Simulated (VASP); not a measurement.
Input of a VASP 6.6.1 run:

The input POSCAR:

```
Hf
1.0
    4.6053236596      0.0000000000      0.0000000000
   -2.3026618298      3.9883272818      0.0000000000
    0.0000000000      0.0000000000      2.8808920640
Hf
3
Direct
    0.6666666667      0.3333333333      0.5000000000
    0.3333333333      0.6666666667      0.5000000000
    0.0000000000      0.0000000000      0.0000000000
```

The input INCAR.step1:

```
PREC     = Accurate       # precision mode
ENCUT    = 520            # plane-wave cutoff, eV
ISMEAR   = 0              # smearing method
SIGMA    = 0.05           # smearing width, eV
LREAL    = F              # projectors in reciprocal space
LASPH    = T              # aspherical terms in the spheres
NELM     = 60             # most SCF steps
NBANDS   = 22             # bands
GGA      = PE             # functional
ALGO     = Normal         # electronic algorithm
EDIFF    = 1E-4           # SCF threshold, eV
LWAVE    = T              # write WAVECAR
LCHARG   = F              # write CHGCAR
```

INCAR.step2

```
PREC     = Accurate       # precision mode
ENCUT    = 520            # plane-wave cutoff, eV
EDIFF    = 1E-6           # SCF threshold, eV
ISMEAR   = 0              # smearing method
SIGMA    = 0.05           # smearing width, eV
LREAL    = F              # projectors in reciprocal space
LASPH    = T              # aspherical terms in the spheres
NELM     = 60             # most SCF steps
ALGO     = Normal         # electronic algorithm
ISIF     = 2              # what is computed and relaxed
LWAVE    = F              # write WAVECAR
LCHARG   = F              # write CHGCAR
METAGGA  = R2SCAN         # meta-GGA
LMIXTAU  = T            
NBANDS   = 22             # bands
ISTART   = 1
```

KPOINTS

```
regular mesh
0
Gamma
  10 10 14
```

Potentials or basis: VASP PAW PBE potentials, release 64 (Hf_pv).

Run with:

```sh
$ cat potpaw_PBE.64/Hf_pv/POTCAR > POTCAR
$ cp INCAR.step1 INCAR
$ mpirun -np 1 vasp_std > vasp.out
$ cp INCAR.step2 INCAR
$ mpirun -np 1 vasp_std > vasp.out
```

Question: Predict the band gap on the k mesh.

Answer: Zero (bands 15 and 16 overlap by 1.03 eV).

Question: What does it give for the pressure?

Answer: 36.1 GPa.

Stress tensor (GPa, compression positive):
```
36.01  0.00  0.00
 0.00 36.01  0.00
 0.00  0.00 36.19
```

Caveat: the cell stands under pressure; the PAW data sets were made with another functional, which shifts forces and pressure a little; spin-orbit coupling is left out, which moves the levels of the heavy elements.
